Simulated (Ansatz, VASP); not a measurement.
Two plane-wave programs on TiO2

Contents of POSCAR:

```
TiO2
1.0
    2.7060340000     -2.7066550000      0.0000000000
    2.7060340000      2.7066550000      0.0000000000
   -2.6335310000      0.0000000000      4.7966370000
Ti O
2 4
Direct
    0.1341100000      0.8658900000      0.2500000000
    0.8658900000      0.1341100000      0.7500000000
    0.3312210000      0.0887550000      0.6671490000
    0.6687790000      0.9112450000      0.3328510000
    0.9112450000      0.6687790000      0.8328510000
    0.0887550000      0.3312210000      0.1671490000
```

The input INCAR.step1:

```
SYSTEM = TiO2
PREC = Accurate
ENCUT = 910
ISMEAR = 0
SIGMA = 0.02
LREAL = .False.
LASPH = .True.
NELM = 120
NBANDS = 33
GGA = PE
ALGO = Normal
EDIFF = 1E-5
LWAVE = .True.
LCHARG = .False.
GGA_COMPAT = .False.
```

Contents of INCAR.step2:

```
SYSTEM = TiO2
PREC = Accurate
ENCUT = 910
EDIFF = 1E-6
ISMEAR = 0
SIGMA = 0.02
LREAL = .False.
LASPH = .True.
NELM = 120
ALGO = Normal
ISIF = 2
LWAVE = .False.
LCHARG = .False.
METAGGA = R2SCAN
LMIXTAU = .True.
NBANDS = 33
ISTART = 1
GGA_COMPAT = .False.
```

File KPOINTS:

```
regular mesh
0
Gamma
  4 4 4
  0 0 0
```

Input for Ansatz:

```yaml
crystal:
  lattice:
    - [2.706034, -2.706655, 0.0]
    - [2.706034, 2.706655, 0.0]
    - [-2.633531, 0.0, 4.796637]
  atoms:
    - { symbol: Ti, position: [0.13411, 0.86589, 0.25] }
    - { symbol: Ti, position: [0.86589, 0.13411, 0.75] }
    - { symbol: O, position: [0.331221, 0.088755, 0.667149] }
    - { symbol: O, position: [0.668779, 0.911245, 0.332851] }
    - { symbol: O, position: [0.911245, 0.668779, 0.832851] }
    - { symbol: O, position: [0.088755, 0.331221, 0.167149] }
basis:
  ecutwfc: 500
kpoints:
  mp_grid: { grid: [4, 4, 4] }
hamiltonian:
  xc: r2scan
scf:
  occupations: { method: gaussian, width: 0.02 }
output:
  forces: true
  stress: true
  eigenvalues: true
```

Alike in both runs: task single point; functional r2SCAN; k mesh 4 × 4 × 4; occupations gaussian, width 0.02 eV; no spin polarisation.

|  | VASP | Ansatz |
| --- | --- | --- |
| version | VASP 6.6.1 | Ansatz 0.2.0 |
| potentials or method | VASP PAW PBE potentials, release 64 (Ti_sv, O_h), cutoff 910 eV | scalar-relativistic, plane waves, PAW |
| valence electrons in the cell | 48 | 48 |

VASP gave:

* gap on the k mesh at the Fermi level (eV): 2.47
* least direct gap on the mesh (eV): 2.81
* rms of the force components (eV/Å): 0.094

**Question.** Which values does Ansatz return?

**Answer.** gap on the k mesh at the Fermi level (eV): 2.44; least direct gap on the mesh (eV): 2.78; rms of the force components (eV/Å): 0.107.

VASP's potentials were made for PBE, not for r2SCAN. Atom by atom the forces differ by 0.019 eV/Å (rms over components).

The k mesh is coarse, so the values compare programs but aren't converged. Noted on VASP's run: the cutoff is short for stress, so the pressure is rough.
